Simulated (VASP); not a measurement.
# In (R-3m) in VASP: notebook

In is run at these levels: PBEsol; tasks: single point.

Everything below comes from runs of VASP 6.6.1. Logs are shortened: lines on timing, memory, paths and dates and some standing lists are left out, and cuts for length are marked.

## (1) The cell of the first run

It takes space group R-3m (No. 166, trigonal). The conventional cell has a = 3.271 Å, b = 3.271 Å, c = 24.120 Å, α = 90.00°, β = 90.00°, γ = 120.00°. Within 4.3 Å of In (site symmetry 3m) lie 12 In at 3.27 to 3.28 Å. In (site symmetry -3m) has 12 In at 3.27 to 3.28 Å within 4.3 Å.

## (2) Single point, PBEsol

Input file INCAR:

```
SYSTEM = In
ALGO = Fast
EDIFF = 1E-7
ENCUT = 520
GGA = PS
ISIF = 2
ISMEAR = -1
LASPH = .TRUE.
LCHARG = .TRUE.
LELF = .TRUE.
LREAL = .FALSE.
LVHAR = .TRUE.
LWAVE = .FALSE.
NBANDS = 26
NELM = 100
PREC = Accurate
SIGMA = 0.05
```

Input file KPOINTS:

```
k-points
0
G
  9 9 9
  0 0 0
```

Input file POSCAR:

```
In
1.0
    1.6355530321      0.9442869834      8.0399169875
   -1.6355530321      0.9442869834      8.0399169875
    0.0000000000     -1.8885739667      8.0399169875
In
3
Direct
    0.2219877600      0.2219877600      0.2219877600
    0.7780122400      0.7780122400      0.7780122400
    0.0000000000      0.0000000000      0.0000000000
```

Potentials or basis: VASP PAW PBE potentials, release 64 (In_d).

Run with:

```sh
cat potpaw_PBE.64/In_d/POTCAR > POTCAR
mpirun -np 1 vasp_std > vasp.out
```

OUTCAR:

```text
SYSTEM = In
   EDIFF = 1E-7
   ENCUT = 520
   GGA = PS
   ISIF = 2
   ISMEAR = -1
   LASPH = .TRUE.
   LREAL = .FALSE.
   NELM = 100
   PREC = Accurate

 ion  position               nearest neighbor table
   1  0.222  0.222  0.222-   2 3.27   2 3.27   2 3.27   3 3.28   3 3.28   3 3.28
   2  0.778  0.778  0.778-   1 3.27   1 3.27   1 3.27   3 3.28   3 3.28   3 3.28
   3  0.000  0.000  0.000-   2 3.28   1 3.28   2 3.28   2 3.28   1 3.28   1 3.28

  LATTYP: Found a trigonal (rhomboedric) cell.
 ALAT       =     8.2587515275
 COS(alpha) =     0.9215612875

  Lattice vectors:

 A1 = (   1.6355530321,   0.9442869834,   8.0399169875)
 A2 = (  -1.6355530321,   0.9442869834,   8.0399169875)
 A3 = (   0.0000000000,  -1.8885739667,   8.0399169875)

Analysis of symmetry for initial positions (statically):
=====================================================================
 Subroutine PRICEL returns:
 Original cell was already a primitive cell.

 Routine SETGRP: Setting up the symmetry group for a
 trigonal (rhombohedral) supercell.

 Subroutine GETGRP returns: Found 12 space group operations
 (whereof 12 operations were pure point group operations)
 out of a pool of 12 trial point group operations.

The static configuration has the point symmetry D_3d.

Analysis of symmetry for dynamics (positions and initial velocities):
=====================================================================
 Subroutine PRICEL returns:
 Original cell was already a primitive cell.

 Routine SETGRP: Setting up the symmetry group for a
 trigonal (rhombohedral) supercell.

 Subroutine GETGRP returns: Found 12 space group operations
 (whereof 12 operations were pure point group operations)
 out of a pool of 12 trial point group operations.

The dynamic configuration has the point symmetry D_3d.

 Subroutine INISYM returns: Found 12 space group operations
 (whereof 12 operations are pure point group operations),
 and found     1 'primitive' translations

----------------------------------------------------------------------------------------

                                     Primitive cell

  volume of cell :      74.5026

  direct lattice vectors                    reciprocal lattice vectors
     1.635553032  0.944286983  8.039916987     0.305706993  0.176500015  0.041459798
    -1.635553032  0.944286983  8.039916987    -0.305706993  0.176500015  0.041459798
     0.000000000 -1.888573967  8.039916987     0.000000000 -0.353000030  0.041459798

  length of vectors
     8.258751528  8.258751528  8.258751528     0.355426414  0.355426414  0.355426414

  position of ions in fractional coordinates (direct lattice)
     0.221987760  0.221987760  0.221987760
     0.778012240  0.778012240  0.778012240
     0.000000000  0.000000000  0.000000000

  ion indices of the primitive-cell ions
   primitive index   ion index
                 1           1
                 2           2
                 3           3

----------------------------------------------------------------------------------------

 KPOINTS: k-points

Automatic generation of k-mesh.
 Grid dimensions read from file:
 generate k-points for:    9    9    9

 Generating k-lattice:

  Cartesian coordinates                     Fractional coordinates (reciprocal lattice)
     0.033967444  0.019611113  0.004606644     0.111111111  0.000000000  0.000000000
    -0.033967444  0.019611113  0.004606644     0.000000000  0.111111111  0.000000000
     0.000000000 -0.039222226  0.004606644     0.000000000  0.000000000  0.111111111

  Length of vectors
     0.039491824  0.039491824  0.039491824

  Shift w.r.t. Gamma in fractional coordinates (k-lattice)
     0.000000000  0.000000000  0.000000000

 Subroutine IBZKPT returns following result:
 ===========================================

 Found     85 irreducible k-points:

 Following reciprocal coordinates:
            Coordinates               Weight
  0.000000  0.000000  0.000000      1.000000
  0.111111 -0.000000  0.000000      6.000000
  0.222222 -0.000000  0.000000      6.000000
  0.333333 -0.000000  0.000000      6.000000
  0.444444 -0.000000  0.000000      6.000000
  0.111111  0.111111  0.000000      6.000000
[... 16 lines left out ...]
 -0.333333  0.333333  0.000000      6.000000
  0.444444  0.444444  0.000000      6.000000
 [... further k-points ...]
   k-points           NKPTS =     85   k-points in BZ     NKDIM =     85   number of bands    NBANDS=     26
   number of dos      NEDOS =    301   number of ions     NIONS =      3
   total plane-waves  NPLWV = 262144
   dimension x,y,z NGX =    64 NGY =   64 NGZ =   64
   dimension x,y,z NGXF=   128 NGYF=  128 NGZF=  128
   ions per type =               3
   NGX,Y,Z   is equivalent  to a cutoff of  12.88, 12.88, 12.88 a.u.
   NGXF,Y,Z  is equivalent  to a cutoff of  25.77, 25.77, 25.77 a.u.
 SYSTEM =  In
   PREC   = accura    normal or accurate (medium, high low for compatibility)
   ISTART =      0    job   : 0-new  1-cont  2-samecut
   ICHARG =      2    charge: 1-file 2-atom 10-const
   ISPIN  =      1    spin polarized calculation?
   LNONCOLLINEAR =      F non collinear calculations
   LSORBIT =      F    spin-orbit coupling
   LASPH  =      T    aspherical Exc in radial PAW
   ENCUT  =  520.0 eV  38.22 Ry    6.18 a.u.  15.36 15.36 15.36*2*pi/ulx,y,z
   NELM   =    100;   NELMIN=  2; NELMDL= -5     # of ELM steps
   EDIFF  = 0.1E-06   stopping-criterion for ELM
   LREAL  =      F    real-space projection
   EDIFFG = 0.1E-05   stopping-criterion for IOM
   NSW    =      0    number of steps for IOM
   IBRION =     -1    ionic relax: 0-MD 1-quasi-New 2-CG
   NFREE  =      0    steps in history (QN), initial steepest desc. (CG)
   ISIF   =      2    stress and relaxation
   ISYM   =      2    0-nonsym 1-usesym 2-fastsym
   POTIM  = 0.5000    time-step for ionic-motion
   TEBEG  =    0.0;   TEEND  =   0.0 temperature during run
   PSTRESS=    0.0 pullay stress
   NELECT =      39.0000    total number of electrons
   NUPDOWN=      -1.0000    fix difference up-down
   EMIN   =  10.00;   EMAX   =-10.00  energy-range for DOS
   EFERMI =   0.00;   METHOD = LEGACY
   ISMEAR =    -1;   SIGMA  =   0.05  broadening in eV -4-tet -1-fermi 0-gaus
   EFERMI_NEDOS =   21; number of points for ismear=-14 and -15
   IALGO  =     68    algorithm
   IMIX   =      4    mixing-type and parameters
     AMIX     =   0.40;   BMIX     =  1.00
     AMIX_MAG =   1.60;   BMIX_MAG =  1.00
  volume/ion in A,a.u.               =      24.83       167.59
  Fermi-wavevector in a.u.,A,eV,Ry     =   1.319388  2.493282 23.684816  1.740785
  Thomas-Fermi vector in A             =   2.449290
   LORBIT       =      0    0 simple, 1 ext, 2 COOP (PROOUT), +10 PAW based schemes
   GGA     = PS    functional components
   LHFCALC =     F    Hartree Fock is set to
   AEXX    =    0.0000 exact exchange contribution
   IVDW    =     0    specifies the selected vdW correction
   LEPSILON=     F    determine dielectric tensor
   LRPA    =     F    only Hartree local field effects (RPA)
 non-spin polarized calculation
 RMM-DIIS sequential band-by-band and
  energy-cutoff  :      520.00
  volume of cell :       74.50
 maximum number of plane-waves:      2028
 NGX is ok and might be reduce to    64
   NGX = 31   NGY = 31   NGZ = 31

 number of electron      39.0000004 magnetization

 Free energy of the ion-electron system (eV)
  ---------------------------------------------------
  ext. energy  EPLUGINS =         0.00000000
  ---------------------------------------------------
  free energy    TOTEN  =        -8.90536516 eV

  energy without entropy =       -8.89044074  energy(sigma->0) =       -8.89790295

 E-fermi :   7.9630     XC(G=0): -10.6561

 val. band max:        7.9547878689   @ k =  -0.2222   0.3333   0.1111
 cond. band min:       7.9832052265   @ k =   0.2222   0.2222   0.0000
 fundamental gap:      0.0284173577
 Fermi energy:         7.9629986524

 k-point     1 :       0.0000    0.0000    0.0000
  band No.  band energies     occupation
      1      -6.7027      2.00000
      2      -6.6982      2.00000
      3      -6.6417      2.00000
      4      -6.6347      2.00000
      5      -6.6347      2.00000
      6      -6.6087      2.00000
[... 18 lines left out ...]
     25      18.7505      0.00000
     26      19.1298      0.00000

 k-point     2 :       0.1111   -0.0000    0.0000
  band No.  band energies     occupation
      1      -6.6988      2.00000
      2      -6.6905      2.00000
      3      -6.6446      2.00000
      4      -6.6333      2.00000
      5      -6.6006      2.00000
      6      -6.5938      2.00000
[... 18 lines left out ...]
     25      17.4103      0.00000
     26      18.0201      0.00000

 k-point     3 :       0.2222   -0.0000    0.0000
  band No.  band energies     occupation
      1      -6.7487      2.00000
      2      -6.7205      2.00000
      3      -6.6429      2.00000
      4      -6.6108      2.00000
      5      -6.5854      2.00000
      6      -6.5793      2.00000
[... 18 lines left out ...]
     25      14.9210      0.00000
     26      16.7211      0.00000

 k-point     4 :       0.3333   -0.0000    0.0000
  band No.  band energies     occupation
      1      -6.8041      2.00000
      2      -6.7738      2.00000
      3      -6.7010      2.00000
      4      -6.6554      2.00000
      5      -6.6374      2.00000
      6      -6.5978      2.00000
[... 18 lines left out ...]
     25      13.7091      0.00000
     26      15.1272      0.00000

 k-point     5 :       0.4444   -0.0000    0.0000
  band No.  band energies     occupation
      1      -6.8299      2.00000
      2      -6.8114      2.00000
      3      -6.7609      2.00000
      4      -6.7016      2.00000
      5      -6.6781      2.00000
      6      -6.6203      2.00000
[... 18 lines left out ...]
     25      13.0072      0.00000
     26      13.7497      0.00000

 k-point     6 :       0.1111    0.1111    0.0000
  band No.  band energies     occupation
      1      -6.7048      2.00000
      2      -6.6812      2.00000
      3      -6.6402      2.00000
      4      -6.6383      2.00000
      5      -6.6037      2.00000
      6      -6.6022      2.00000
[... 427 lines left out ...]
 k-point    21 :       0.4444    0.3333    0.0000
  band No.  band energies     occupation
      1      -6.8122      2.00000
      2      -6.7474      2.00000
      3      -6.6917      2.00000
      4      -6.6738      2.00000
      5      -6.6323      2.00000
      6      -6.6021      2.00000
[... 18 lines left out ...]
     25      13.0207      0.00000
     26      13.4797      0.00000

 k-point    22 :      -0.4444    0.3333    0.0000
  band No.  band energies     occupation
      1      -6.7552      2.00000
      2      -6.7182      2.00000
      3      -6.6835      2.00000
      4      -6.6350      2.00000
      5      -6.6001      2.00000
      6      -6.5793      2.00000
[... 18 lines left out ...]
     25      10.7326      0.00000
     26      12.6374      0.00000

 k-point    23 :      -0.3333    0.3333    0.0000
  band No.  band energies     occupation
      1      -6.7525      2.00000
      2      -6.6846      2.00000
      3      -6.6820      2.00000
      4      -6.5946      2.00000
      5      -6.5907      2.00000
      6      -6.5056      2.00000
[... 18 lines left out ...]
     25      11.7440      0.00000
     26      12.7545      0.00000

 k-point    24 :       0.4444    0.4444    0.0000
  band No.  band energies     occupation
      1      -6.8710      2.00000
      2      -6.7797      2.00000
      3      -6.7207      2.00000
      4      -6.7135      2.00000
      5      -6.6641      2.00000
      6      -6.6070      2.00000
[... 18 lines left out ...]
     25      14.7950      0.00000
     26      14.8962      0.00000

 [... further k-points ...]
[... 5 lines left out ...]
  --------------------------------------------------------------------------------------
  -------------------------------------------------------------------------------------
  Total        0.8504159      0.8504159      0.5299286      0.0000000      0.0000000      0.0000000
  in kB       18.2881800     18.2881800     11.3961063      0.0000000      0.0000000      0.0000000
  external PRESSURE =      15.9908221 kB  Pullay stress =       0.0000000 kB

 VOLUME and BASIS-vectors are now :
 -----------------------------------------------------------------------------
  energy-cutoff  :      520.00
  volume of cell :       74.50
      direct lattice vectors                 reciprocal lattice vectors
     1.635553032  0.944286983  8.039916987     0.305706993  0.176500015  0.041459798
    -1.635553032  0.944286983  8.039916987    -0.305706993  0.176500015  0.041459798
     0.000000000 -1.888573967  8.039916987     0.000000000 -0.353000030  0.041459798

 POSITION                                       TOTAL-FORCE (eV/Angst)
 -----------------------------------------------------------------------------------
      0.00000      0.00000      5.35429         0.000000     -0.000000     -0.002166
      0.00000      0.00000     18.76546         0.000000      0.000000      0.002166
      0.00000      0.00000      0.00000         0.000000     -0.000000      0.000000
 -----------------------------------------------------------------------------------
    total drift:                                0.000000      0.000000     -0.000000

  FREE ENERGIE OF THE ION-ELECTRON SYSTEM (eV)
  ---------------------------------------------------
  free  energy   TOTEN  =        -8.9053651576 eV

  energy  without entropy=       -8.8904407446  energy(sigma->0) =       -8.89790295
```

Wall time 15 min (1 thread of AMD EPYC 7R13 (Zen 3), shared host); peak memory 0.59 GiB.

Results:

| Quantity | Value |
| --- | --- |
| Free energy | -8.9054 eV |
| Pressure | 1.6 GPa |

Forces on the atoms (eV/Å):
```
In   0.000  0.000 -0.002
In   0.000  0.000  0.002
In   0.000  0.000  0.000
```

Stress tensor (GPa, compression positive):
```
1.83 0.00 0.00
0.00 1.83 0.00
0.00 0.00 1.14
```

Caveat: the PAW data sets were made with another functional, which shifts forces and pressure a little; spin-orbit coupling is left out, which moves the levels of the heavy elements.

## (3) Single point, PBEsol

This run uses another cell than the first one, of 25.36 Å³/atom, 1.021 times its volume.

Input file INCAR:

```
  PREC = Accurate
  ENCUT = 520
  EDIFF = 1E-6
  ISMEAR = -1
  SIGMA = 0.05
  LREAL = False
  LASPH = True
  NELM = 80
  ALGO = Fast
  ISIF = 2
  LWAVE = False
  LCHARG = False
  GGA = PS
  NBANDS = 26
```

Input file KPOINTS:

```
regular mesh
0
Gamma
  9 9 9
```

Input file POSCAR:

```
In
1.0
    1.6470713907      0.9509371108      8.0965379867
   -1.6470713907      0.9509371108      8.0965379867
    0.0000000000     -1.9018742216      8.0965379867
In
3
Direct
    0.2219877600      0.2219877600      0.2219877600
    0.7780122400      0.7780122400      0.7780122400
    0.0000000000      0.0000000000      0.0000000000
```

Potentials or basis: VASP PAW PBE potentials, release 64 (In_d).

Run with:

```sh
cat potpaw_PBE.64/In_d/POTCAR > POTCAR
mpirun -np 1 vasp_std > vasp.out
```

Run time: 14 min. Hardware: 1 thread of AMD EPYC 7R13 (Zen 3), shared host; peak memory 0.59 GiB.

It converged, with:

```yaml
Free_energy: -8.9167 eV
Pressure: 0.5 GPa
Largest_force: 0.010 eV/Å
```

Forces in eV/Å, atoms in the order of the input:
```
In   0.000  0.000 -0.010
In   0.000  0.000  0.010
In   0.000  0.000  0.000
```

Stress tensor (GPa, compression positive):
```
0.70 0.00 0.00
0.00 0.70 0.00
0.00 0.00 0.06
```

Levels at points of the mesh, in eV from the Fermi level:
```csv
k point,band 15,band 16,band 17,band 18,band 19,band 20,band 21,band 22,band 23,band 24
"(0.00, 0.00, 0.00)",-14.27,-9.78,-7.24,-7.22,0.51,0.53,9.04,9.04,9.12,9.12
```

Caveat: the PAW data sets were made with another functional, which shifts forces and pressure a little; spin-orbit coupling is left out, which moves the levels of the heavy elements.

## (4) Single point, PBEsol

This run uses another cell than the first one, of 25.89 Å³/atom, 1.043 times its volume.

Input file INCAR:

```
SYSTEM = In
  ALGO = Fast
  EDIFF = 1E-6
  ENCUT = 520
  GGA = PS
  ISIF = 2
  ISMEAR = -1
  LASPH = .TRUE.
  LCHARG = .FALSE.
  LREAL = .FALSE.
  LWAVE = .FALSE.
  NBANDS = 26
  NELM = 80
  PREC = Accurate
  SIGMA = 0.05
```

Input file KPOINTS:

```
k-points
0
G
  9 9 9
  0 0 0
```

Input file POSCAR:

```
In
1.0
    1.6584308627      0.9574955050      8.1523779443
   -1.6584308627      0.9574955050      8.1523779443
    0.0000000000     -1.9149910100      8.1523779443
In
3
Direct
    0.2219877600      0.2219877600      0.2219877600
    0.7780122400      0.7780122400      0.7780122400
    0.0000000000      0.0000000000      0.0000000000
```

Run with:

```sh
cat potpaw_PBE.64/In_d/POTCAR > POTCAR
mpirun -np 1 vasp_std > vasp.out
```

It took 12 min on 1 thread of AMD EPYC 7R13 (Zen 3), shared host; peak memory 0.53 GiB.

Results (log left out):

```yaml
Free_energy: -8.9184 eV
Pressure: -1.2 GPa
Largest_force: 0.017 eV/Å
```

Forces in eV/Å, atoms in the order of the input:
```
In   0.000  0.000 -0.017
In   0.000  0.000  0.017
In   0.000  0.000  0.000
```

Stress tensor (GPa, compression positive):
```
-0.98  0.00  0.00
 0.00 -0.98  0.00
 0.00  0.00 -1.57
```

Levels at points of the mesh, in eV from the Fermi level:
```
           k point  band 17  band 18  band 19  band 20  band 21  band 22
(0.00, 0.00, 0.00)    -7.14    -7.12     0.50     0.52     8.89     8.89
```

Caveat: the PAW data sets were made with another functional, which shifts forces and pressure a little; spin-orbit coupling is left out, which moves the levels of the heavy elements.

(Part 1 of 2 ends here.)
